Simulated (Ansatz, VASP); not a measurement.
**One calculation of B, two programs**

```xyz
8
Lattice="2.6043 0.0000 0.0000 -1.3022 2.2554 0.0000 0.0000 0.0000 8.5057" Properties=species:S:1:pos:R:3 pbc="T T T"
B     0.0000    0.0000    0.7974
B     0.0000    0.0000    5.0503
B     0.0000    0.0000    3.4554
B     0.0000    0.0000    7.7083
B     0.0000    1.5036    1.3290
B     1.3022    0.7518    5.5819
B     0.0000    1.5036    2.9238
B     1.3022    0.7518    7.1767
```

Alike in both runs: task single point; functional PBE; k mesh 9 × 9 × 2; occupations gaussian, width 0.1 eV; no spin polarisation.

```csv
,VASP,Ansatz
version,VASP 6.6.1,Ansatz 0.2.0
potentials or method,"VASP PAW PBE potentials, release 64 (B), cutoff 520 eV","scalar-relativistic, plane waves, PAW"
valence electrons in the cell,24,24
```

```csv
,VASP,Ansatz,Ansatz less VASP
gap on the k mesh at the Fermi level (eV),none,none,-
rms of the force components (eV/Å),0.225,0.225,+0.0003
```

Atom by atom the forces differ by 0.000 eV/Å (rms over components). A gap of «none» marks a metal or a gap that the smearing closes. The functional is the same, so the differences come from potentials, cutoffs and numerics.

The k mesh is coarse, so the values compare programs but aren't converged.
